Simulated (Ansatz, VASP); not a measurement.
## One calculation of Ir, two programs

INCAR

```
  PREC = Accurate
  ENCUT = 520
  EDIFF = 1E-6
  ISMEAR = 0
  SIGMA = 0.15
  LREAL = F
  LASPH = T
  NELM = 80
  ALGO = Fast
  ISIF = 2
  LWAVE = F
  LCHARG = F
  GGA = PE
  NBANDS = 16
```

File KPOINTS:

```
Automatic mesh
0
Gamma
  18 18 12
```

Contents of POSCAR:

```
Ir
1.0
    2.9714881261      0.0000000000      0.0000000000
   -1.4857440631      2.5733842043      0.0000000000
    0.0000000000      0.0000000000      4.1053068000
Ir
2
Direct
    0.6666666667      0.3333333333      0.7500000000
    0.3333333333      0.6666666667      0.2500000000
```

Input for Ansatz:

```yaml
crystal:
  lattice:
    - [2.9714881261, 0.0, 0.0]
    - [-1.4857440631, 2.5733842043, 0.0]
    - [0.0, 0.0, 4.1053068]
  atoms:
    - { symbol: Ir, position: [0.6666666667, 0.3333333333, 0.75] }
    - { symbol: Ir, position: [0.3333333333, 0.6666666667, 0.25] }
basis:
  ecutwfc: 420
kpoints:
  mp_grid: { grid: [18, 18, 12] }
hamiltonian:
  xc: pbe
scf:
  occupations: { method: gaussian, width: 0.15 }
output:
  forces: true
  stress: true
  eigenvalues: true
```

Change from the starting cell: strain +0.080 along x and y, -0.080 along z, atoms carried along.

Alike in both runs: task single point; functional PBE; k mesh 18 × 18 × 12; occupations gaussian, width 0.15 eV; no spin polarisation.

|  | VASP | Ansatz |
| --- | --- | --- |
| version | VASP 6.6.1 | Ansatz 0.2.0 |
| potentials or method | VASP PAW PBE potentials, release 64 (Ir), cutoff 520 eV | scalar-relativistic, plane waves, PAW |
| valence electrons in the cell | 18 | 34 |

Ansatz gave:

| Property | Result |
| --- | --- |
| gap on the k mesh at the Fermi level (eV) | none |
| pressure (GPa) | -13.1 |
| traceless stress, the component that is largest in VASP (GPa) | 19.75 |

**Question.** Estimate VASP's values.

**Answer.** gap on the k mesh at the Fermi level (eV): none; pressure (GPa): -12.8; traceless stress, the component that is largest in VASP (GPa): 19.67.

A gap of «none» marks a metal or a gap that the smearing closes. With one functional, cell and mesh, what is left measures potentials, basis and numerics. VASP's potentials hold 18 valence electrons a cell and Ansatz's 34, so a difference there can come from the potentials and not from the codes.

Spin-orbit coupling is off throughout.
